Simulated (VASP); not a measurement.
In3S2, 5 atoms in the cell. It takes space group R-3m (No. 166, trigonal). The conventional cell has a = 8.686 Å, b = 8.686 Å, c = 7.306 Å, α = 90.00°, β = 90.00°, γ = 120.00°. Within 3.4 Å of In (site symmetry 2/m) lie 2 S at 2.61 Å. S (site symmetry 3m) has 3 In at 2.61 Å within 3.4 Å. 

| Quantity | Value |
| --- | --- |
| Program | VASP 6.6.1 |
| Task | single point |
| Functional | PBE |
| Potentials or basis | VASP PAW PBE potentials, release 64 (In_d, S) |
| Cutoff | 520 eV |
| k mesh | 6 × 6 × 6 |
| Occupations | gaussian, width 0.1 eV |
| Spin | no spin polarisation |
| Dipole correction | no |
| Further INCAR settings | ALGO = Normal; EDIFF = 1e-06; NBANDS = 34 |

Potentials or basis: VASP PAW PBE potentials, release 64 (In_d, S).

Command:

```bash
$ cat potpaw_PBE.64/In_d/POTCAR potpaw_PBE.64/S/POTCAR > POTCAR
$ mpirun -np 1 vasp_std > vasp.out
```

Hardware: 1 thread of AMD EPYC 9R45 96-Core Processor (Zen 5) (shared host).

Task: Estimate the wall time of this run.

Result: Run time: 110 s on 1 thread of AMD EPYC 9R45 96-Core Processor (Zen 5), with other jobs on the host, peak memory 0.29 GiB. Counts: scf iterations 15, k points 32.
